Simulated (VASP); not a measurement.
Runs of VASP 6.6.1 on Zr2H3. The structure is that of space group Pm-3m (No. 221), or close to it. The cells are those of the table. The cell was generated, and may not be a known phase.

| task | cell | k mesh | cutoff (eV) | gap on the mesh (eV) | pressure (GPa) | relaxed volume (Å³/atom) |
| --- | --- | --- | --- | --- | --- | --- |
| relaxation of cell and atoms | relaxed from a = 3.781 Å, 5 atoms | 10 × 10 × 10 | 600 | none | 0.0 | 10.83 |
| single point | a = 3.781 Å, 5 atoms | 4 × 4 × 4 | 520 | none | -0.1 | - |
| single point | a = 3.782 Å, 5 atoms | 10 × 10 × 10 | 520 | none | -0.1 | - |
| relaxation of cell and atoms | relaxed from a = 3.855 Å, 5 atoms | 4 × 4 × 4 | 600 | none | 0.5 | 10.77 |
| single point | a = 3.855 Å, 5 atoms | 4 × 4 × 4 | 520 | none | (a) | - |

Alike in all rows: level PBE; potentials or basis VASP PAW PBE potentials, release 64 (Zr_sv, H); no spin polarisation; smearing gaussian 0.1 eV.

Problem. Fill in the values left out.

Solution. (a) -6.0.

Caveats: some runs use coarse meshes.

A k mesh can miss the band edges, and the runs leave out spin-orbit coupling on Zr.

A gap of «none» marks levels without a gap at the run's occupations.
